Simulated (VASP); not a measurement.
# MgO5 (P4/mmm) in VASP: a series of runs, part 2 of 2

VASP 6.6.1.

## 3. Single point, PBE

This run uses another cell than the first one, of 10.41 Å³/atom.

The input, INCAR:

```
SYSTEM = MgO5
ALGO = Normal ; EDIFF = 1E-7
ENCUT = 520 ; GGA = PE
ISIF = 2 ; ISMEAR = 0
LASPH = .TRUE. ; LCHARG = .FALSE.
LREAL = .FALSE. ; LWAVE = .FALSE.
NBANDS = 25 ; NELM = 60
PREC = Accurate ; SIGMA = 0.1
```

The input, KPOINTS:

```
k-points
0
G
  6 6 4
  0 0 0
```

The input, POSCAR:

```
MgO5
1.0
    3.3481495000      0.0000000000      0.0000000000
    0.0000000000      3.3481495000      0.0000000000
    0.0000000000      0.0000000000      5.5703713000
Mg O
1 5
Direct
    0.5000000000      0.5000000000      0.5000000000
    0.5000000000      0.5000000000      0.1354661900
    0.5000000000      0.5000000000      0.8645338100
    0.0000000000      0.5000000000      0.0000000000
    0.5000000000      0.0000000000      0.0000000000
    0.0000000000      0.0000000000      0.5000000000
```

Potentials or basis: VASP PAW PBE potentials, release 64 (Mg, O).

The run is started by

```console
cat potpaw_PBE.64/Mg/POTCAR potpaw_PBE.64/O/POTCAR > POTCAR
mpirun -np 1 vasp_std > vasp.out
```

OUTCAR:

```text
SYSTEM = MgO5
   EDIFF = 1E-7
   ENCUT = 520
   GGA = PE
   ISIF = 2
   ISMEAR = 0
   LASPH = .TRUE.
   LREAL = .FALSE.
   NELM = 60
   PREC = Accurate

 ion  position               nearest neighbor table
   1  0.500  0.500  0.500-   2 2.03   3 2.03   6 2.37   6 2.37   6 2.37   6 2.37
   2  0.500  0.500  0.135-   3 1.51   4 1.84   5 1.84   5 1.84   4 1.84   1 2.03
   3  0.500  0.500  0.865-   2 1.51   4 1.84   5 1.84   5 1.84   4 1.84   1 2.03
   4  0.000  0.500  0.000-   2 1.84   3 1.84   2 1.84   3 1.84
[... 882 lines left out ...]
  -------------------------------------------------------------------------------------
  Total        0.8222331      0.8222331      7.2190152      0.0000000      0.0000000      0.0000000
  in kB       21.0965622     21.0965622    185.2229131      0.0000000      0.0000000      0.0000000
  external PRESSURE =      75.8053458 kB  Pullay stress =       0.0000000 kB

 VOLUME and BASIS-vectors are now :
 -----------------------------------------------------------------------------
  energy-cutoff  :      520.00
  volume of cell :       62.44
      direct lattice vectors                 reciprocal lattice vectors
     3.348149500  0.000000000  0.000000000     0.298672446  0.000000000  0.000000000
     0.000000000  3.348149500  0.000000000     0.000000000  0.298672446  0.000000000
     0.000000000  0.000000000  5.570371300     0.000000000  0.000000000  0.179521247

 POSITION                                       TOTAL-FORCE (eV/Angst)
 -----------------------------------------------------------------------------------
      1.67407      1.67407      2.78519         0.000000      0.000000      0.000000
      1.67407      1.67407      0.75460         0.000000     -0.000000      0.687232
      1.67407      1.67407      4.81577         0.000000      0.000000     -0.687232
      0.00000      1.67407      0.00000         0.000000      0.000000      0.000000
      1.67407      0.00000      0.00000         0.000000      0.000000      0.000000
      0.00000      0.00000      2.78519         0.000000      0.000000      0.000000
 -----------------------------------------------------------------------------------
    total drift:                                0.000000      0.000000     -0.000000

  FREE ENERGIE OF THE ION-ELECTRON SYSTEM (eV)
  ---------------------------------------------------
  free  energy   TOTEN  =       -20.8725454192 eV

  energy  without entropy=      -20.8575742449  energy(sigma->0) =      -20.86505983
```

stdout:

```text
POSCAR found type information on POSCAR MgO
 POSCAR found :  2 types and       6 ions
 scaLAPACK will be used
 LDA part: xc-table for (Slater+PW92), standard interpolation
 POSCAR, INCAR and KPOINTS ok, starting setup
 FFT: planning ... GRIDC
 FFT: planning ... GRID_SOFT
 FFT: planning ... GRID
 WAVECAR not read
 entering main loop
```

Run time: 25 s. Hardware: 1 thread of Intel Xeon 6975P-C (Granite Rapids), shared host; peak memory 0.18 GiB.

Results:

```
Free energy            : -20.8725 eV
Pressure               : 7.6 GPa
Largest force          : 0.687 eV/Å
Band gap on the k mesh : zero (bands 16 and 17 overlap by 0.92 eV)
```

Forces in eV/Å, atoms in the order of the input:
```
Mg   0.000  0.000  0.000
O    0.000  0.000  0.687
O    0.000  0.000 -0.687
O    0.000  0.000  0.000
O    0.000  0.000  0.000
O    0.000  0.000  0.000
```

Levels at points of the mesh, in eV from the Fermi level:
```csv
k point,band 12,band 13,band 14,band 15,band 16,band 17,band 18,band 19,band 20,band 21
"(0.00, 0.00, 0.00)",-1.83,-0.96,-0.96,-0.70,-0.44,-0.44,1.75,2.78,2.78,4.71
"(0.50, 0.00, 0.00)",-1.94,-1.85,-1.31,-1.09,-0.29,-0.08,1.09,1.75,2.76,7.09
"(0.50, 0.50, 0.00)",-1.69,-1.69,-1.35,-0.84,-0.04,0.57,1.11,1.77,1.77,8.25
"(0.00, 0.00, 0.50)",-1.85,-0.95,-0.95,-0.35,-0.35,-0.35,0.37,2.75,2.75,6.01
"(0.50, 0.00, 0.50)",-1.92,-1.83,-1.32,-1.12,-0.32,-0.16,1.37,1.75,2.77,7.65
"(0.50, 0.50, 0.50)",-1.66,-1.66,-1.35,-0.83,0.11,0.57,0.64,1.78,1.78,9.00
```

Caveat: the stress differs along the axes, from 2 to 19 GPa.

## 4. Single point, PBE, collinear spin, ferromagnetic start

This run uses another cell than the first one, of 10.33 Å³/atom.

The input, INCAR:

```
SYSTEM = MgO5
ALGO     = Normal         ! electronic algorithm
EDIFF    = 1E-7           ! SCF threshold, eV
ENCUT    = 520            ! plane-wave cutoff, eV
GGA      = PE             ! functional
ISIF     = 2              ! what is computed and relaxed
ISMEAR   = 0              ! smearing method
ISPIN    = 2              ! spin polarisation
LASPH    = .True.         ! aspherical terms in the spheres
LCHARG   = .False.        ! write CHGCAR
LORBIT   = 11             ! projections on sites
LREAL    = .False.        ! projectors in reciprocal space
LWAVE    = .False.        ! write WAVECAR
MAGMOM   = 0 1 1 1 1 1    ! initial moments
NBANDS   = 29             ! bands
NELM     = 150            ! most SCF steps
PREC     = Accurate       ! precision mode
SIGMA    = 0.1            ! smearing width, eV
```

The input, KPOINTS:

```
k-points
0
Gamma
  6 6 4
  0 0 0
```

The input, POSCAR:

```
MgO5
1.0
    3.0445134888      0.0000000000      0.0000000000
    0.0000000000      3.0445134888      0.0000000000
    0.0000000000      0.0000000000      6.6845831631
Mg O
1 5
Direct
    0.5000000000      0.5000000000      0.5000000000
    0.5000000000      0.5000000000      0.1697049681
    0.5000000000      0.5000000000      0.8302950319
    0.0000000000      0.5000000000      0.0000000000
    0.5000000000      0.0000000000      0.0000000000
    0.0000000000      0.0000000000      0.5000000000
```

The run is started by

```console
cat potpaw_PBE.64/Mg/POTCAR potpaw_PBE.64/O/POTCAR > POTCAR
mpirun -np 1 vasp_std > vasp.out
```

It took 50 s on 1 thread of Intel Xeon 6975P-C (Granite Rapids), shared host; peak memory 0.23 GiB.

It converged, with:

```yaml
Free_energy: -23.0775 eV
Pressure: -0.6 GPa
Largest_force: 0.047 eV/Å
Band_gap_on_the_k_mesh: zero (filled and empty bands overlap)
Net_moment: 0.00 μB per cell
Valence_electrons_inside_the_program's_atomic_spheres: Mg 0.32; O 4.70, 4.59, 4.94 (each value once)
```

Forces on the atoms (eV/Å):
```
Mg   0.000  0.000  0.000
O    0.000  0.000  0.047
O    0.000  0.000 -0.047
O    0.000  0.000  0.000
O    0.000  0.000  0.000
O    0.000  0.000  0.000
```

Stress tensor (GPa, compression positive):
```
-1.03  0.00  0.00
 0.00 -1.03  0.00
 0.00  0.00  0.25
```

Levels at points of the mesh, in eV from the Fermi level:
Spin up:
| k point | band 13 | band 14 | band 15 | band 16 | band 17 | band 18 | band 19 | band 20 |
| --- | --- | --- | --- | --- | --- | --- | --- | --- |
| (0.00, 0.00, 0.00) | -1.45 | -0.68 | -0.68 | -0.25 | -0.25 | 0.67 | 1.66 | 1.66 |
| (0.50, 0.00, 0.00) | -2.00 | -1.27 | -0.55 | -0.47 | -0.17 | 1.08 | 1.54 | 1.88 |
| (0.50, 0.50, 0.00) | -1.28 | -1.28 | 0.00 | 0.04 | 1.23 | 1.45 | 1.76 | 1.76 |
| (0.00, 0.00, 0.50) | -0.65 | -0.65 | -0.39 | -0.35 | -0.20 | -0.20 | 1.61 | 1.61 |
| (0.50, 0.00, 0.50) | -2.00 | -1.51 | -0.25 | -0.17 | 0.02 | 0.97 | 1.54 | 1.70 |
| (0.50, 0.50, 0.50) | -1.78 | -1.78 | 0.02 | 0.04 | 1.23 | 1.57 | 1.85 | 1.85 |
Spin down:
| k point | band 13 | band 14 | band 15 | band 16 | band 17 | band 18 | band 19 | band 20 |
| --- | --- | --- | --- | --- | --- | --- | --- | --- |
| (0.00, 0.00, 0.00) | -1.45 | -0.68 | -0.68 | -0.25 | -0.25 | 0.67 | 1.66 | 1.66 |
| (0.50, 0.00, 0.00) | -2.00 | -1.27 | -0.55 | -0.47 | -0.17 | 1.08 | 1.54 | 1.88 |
| (0.50, 0.50, 0.00) | -1.28 | -1.28 | 0.00 | 0.04 | 1.23 | 1.45 | 1.76 | 1.76 |
| (0.00, 0.00, 0.50) | -0.65 | -0.65 | -0.39 | -0.35 | -0.20 | -0.20 | 1.61 | 1.61 |
| (0.50, 0.00, 0.50) | -2.00 | -1.51 | -0.25 | -0.17 | 0.02 | 0.97 | 1.54 | 1.70 |
| (0.50, 0.50, 0.50) | -1.78 | -1.78 | 0.02 | 0.04 | 1.23 | 1.57 | 1.85 | 1.85 |

Caveat: semilocal functionals underestimate gaps, and a narrow one can read as zero.

## 5. Summary

```tsv
spin	cell	k mesh	gap on the mesh (eV)	pressure (GPa)	moment (μB)	largest force (eV/Å)
collinear	a = 3.048, b = 3.048, c = 6.689 Å, 6 atoms, atomic positions A	12 × 12 × 6	none	-0.8	0.00	0.04
off	a = 3.348, b = 3.348, c = 5.570 Å, 6 atoms, atomic positions B	6 × 6 × 4	none	7.6	-	0.69
collinear, ferromagnetic start	a = 3.045, b = 3.045, c = 6.685 Å, 6 atoms, atomic positions A	6 × 6 × 4	none	-0.6	0.00	0.05
```

Alike in all rows: task single point; level PBE; potentials or basis VASP PAW PBE potentials, release 64 (Mg, O); cutoff (eV) 520; smearing gaussian 0.1 eV.

Caveats: semilocal functionals underestimate gaps, and a narrow one can read as zero (at least some runs); the stress differs along the axes, from 2 to 19 GPa (at least some runs).

Total energies depend on the potentials used, so only differences within one code and one set of settings carry meaning.
